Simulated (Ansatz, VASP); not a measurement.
CO2: VASP beside Ansatz

POSCAR

```
CO2
1.0
    5.6200000000      0.0000000000      0.0000000000
    0.0000000000      5.6200000000      0.0000000000
    0.0000000000      0.0000000000      5.6200000000
C O
4 8
Direct
    0.0000000000      0.0000000000      0.0000000000
    0.5000000000      0.0000000000      0.5000000000
    0.5000000000      0.5000000000      0.0000000000
    0.0000000000      0.5000000000      0.5000000000
    0.1200345206      0.1200345206      0.1200345206
    0.3799654794      0.8799654794      0.6200345206
    0.6200345206      0.3799654794      0.8799654794
    0.8799654794      0.6200345206      0.3799654794
    0.8799654794      0.8799654794      0.8799654794
    0.6200345206      0.1200345206      0.3799654794
    0.3799654794      0.6200345206      0.1200345206
    0.1200345206      0.3799654794      0.6200345206
```

Contents of INCAR.step1:

```
PREC = Accurate
ENCUT = 520
ISMEAR = -1
SIGMA = 0.02
LREAL = False
LASPH = True
NELM = 80
NBANDS = 44
GGA = PE
ALGO = Normal
EDIFF = 1E-4
LWAVE = True
LCHARG = False
```

The input INCAR.step2:

```
PREC = Accurate
ENCUT = 520
EDIFF = 1E-8
ISMEAR = -1
SIGMA = 0.02
LREAL = False
LASPH = True
NELM = 80
ALGO = Normal
ISIF = 2
LWAVE = False
LCHARG = False
METAGGA = R2SCAN
LMIXTAU = True
LEFG = True
NBANDS = 44
ISTART = 1
```

Contents of KPOINTS:

```
Automatic mesh
0
Gamma
  4 4 4
```

Input for Ansatz:

```yaml
crystal:
  lattice:
    - [5.62, 0.0, 0.0]
    - [0.0, 5.62, 0.0]
    - [0.0, 0.0, 5.62]
  atoms:
    - { symbol: C, position: [0.0, 0.0, 0.0] }
    - { symbol: C, position: [0.5, 0.0, 0.5] }
    - { symbol: C, position: [0.5, 0.5, 0.0] }
    - { symbol: C, position: [0.0, 0.5, 0.5] }
    - { symbol: O, position: [0.1200345206, 0.1200345206, 0.1200345206] }
    - { symbol: O, position: [0.3799654794, 0.8799654794, 0.6200345206] }
    - { symbol: O, position: [0.6200345206, 0.3799654794, 0.8799654794] }
    - { symbol: O, position: [0.8799654794, 0.6200345206, 0.3799654794] }
    - { symbol: O, position: [0.8799654794, 0.8799654794, 0.8799654794] }
    - { symbol: O, position: [0.6200345206, 0.1200345206, 0.3799654794] }
    - { symbol: O, position: [0.3799654794, 0.6200345206, 0.1200345206] }
    - { symbol: O, position: [0.1200345206, 0.3799654794, 0.6200345206] }
kpoints:
  mp_grid: { grid: [4, 4, 4] }
scf:
  occupations: { method: fermi_dirac, width: 0.02 }
hamiltonian:
  xc: r2scan
  pseudopotentials: { kind: paw }
output:
  forces: true
  stress: true
  populations: true
  efg: { quadrupole_moments_barn: { O: -0.02558 }, contact_densities: true }
```

Alike in both runs: task electric field gradients; functional r2SCAN; k mesh 4 × 4 × 4; occupations fermi-dirac, width 0.02 eV; no spin polarisation.

|  | VASP | Ansatz |
| --- | --- | --- |
| version | VASP 6.6.1 | Ansatz 0.2.0 |
| potentials or method | VASP PAW PBE potentials, release 64 (C, O) | plane-wave PAW, scalar-relativistic |
| plane-wave cutoff (eV) | 520 | 500 |
| valence electrons in the cell | 64 | 64 |

```csv
,VASP,Ansatz,Ansatz less VASP
gap on the k mesh at the Fermi level (eV),7.40,7.42,+0.023
pressure (GPa),-0.8,-2.5,-1.76
rms of the force components (eV/Å),0.052,0.403,+0.3518
size of Vzz on the site where it differs most (V/Å²),57.1,35.5,-21.53
```

VASP's potentials were made for PBE, not for r2SCAN. Atom by atom the forces differ by 0.352 eV/Å (rms over components). One of these differences is far larger than is usual between the two programs; its cause wasn't traced. The functional is the same, so the differences come from potentials, cutoffs and numerics.

Noted on VASP's run: the standard files for N, O and F lose accuracy on very short bonds.
